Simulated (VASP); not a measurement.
Crystal: Pd.

```
CELL_PARAMETERS angstrom
0.00000 1.93950 1.93950
1.93950 0.00000 1.93950
1.93950 1.93950 0.00000
ATOMIC_POSITIONS crystal
Pd 0.00000 0.00000 0.00000
```

Base run:

```yaml
Program: VASP 6.6.1
Functional: r2SCAN
Potentials_or_basis: VASP PAW PBE potentials, release 64 (Pd)
Cutoff: 550 eV
k_mesh: 13 × 13 × 13
Occupations: methfessel-paxton, width 0.3 eV
Spin: no spin polarisation
```

Its results: band gap on the k mesh zero (band 5 reaches 10.08 eV, above the bottom of band 6 at 8.41 eV); pressure 5.2 GPa.

Q: The run is repeated on the same cell with these changes: occupations from methfessel-paxton, width 0.3 eV to fermi-dirac, width 0.3 eV. What comes out?

A: Band gap on the k mesh zero (band 5 reaches 10.06 eV, above the bottom of band 6 at 8.39 eV); pressure 7.1 GPa.

Caveats: the PAW data sets were made with another functional, which shifts forces and pressure a little.
